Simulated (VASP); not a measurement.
A run of VASP 6.6.1 is set up as follows.

Contents of INCAR:

```
  ALGO = Normal
  EDIFF = 1E-6
  ENCUT = 500
  GGA = PE
  GGA_COMPAT = False
  ISIF = 2
  ISMEAR = -1
  LASPH = True
  LCHARG = False
  LREAL = False
  LWAVE = False
  NBANDS = 21
  NELM = 120
  PREC = Accurate
  SIGMA = 0.05
```

File KPOINTS:

```
k-points
0
Gamma
  6 6 4
```

File POSCAR:

```
PbI2
1.0
    4.5550000000      0.0000000000      0.0000000000
   -2.2775000000      3.9447500000      0.0000000000
    0.0000000000      0.0000000000      6.8607166667
Pb I
1 2
Direct
    0.0000000000      0.0000000000      0.0000000000
    0.3333333333      0.6666666667      0.2650000000
    0.6666666667      0.3333333333      0.7350000000
```

Potentials or basis: VASP PAW PBE potentials, release 64 (Pb_d, I).

Run with:

```bash
$ cat potpaw_PBE.64/Pb_d/POTCAR potpaw_PBE.64/I/POTCAR > POTCAR
$ mpirun -np 1 vasp_std > vasp.out
```

Estimate the band gap on the k mesh.

2.18 eV.

Predict the largest force.

0.271 eV/Å.

What does it give for the pressure?

2.4 GPa.

Stress tensor (GPa, compression positive):
```
2.28 0.00 0.00
0.00 2.28 0.00
0.00 0.00 2.53
```

Caveat: spin-orbit coupling is left out, which moves the levels of the heavy elements; this functional lacks dispersion, which binds the layers, so the pressure and a relaxed spacing across them are unreliable. Expect the measured gap to be larger: semilocal functionals such as PBE lack the derivative discontinuity.
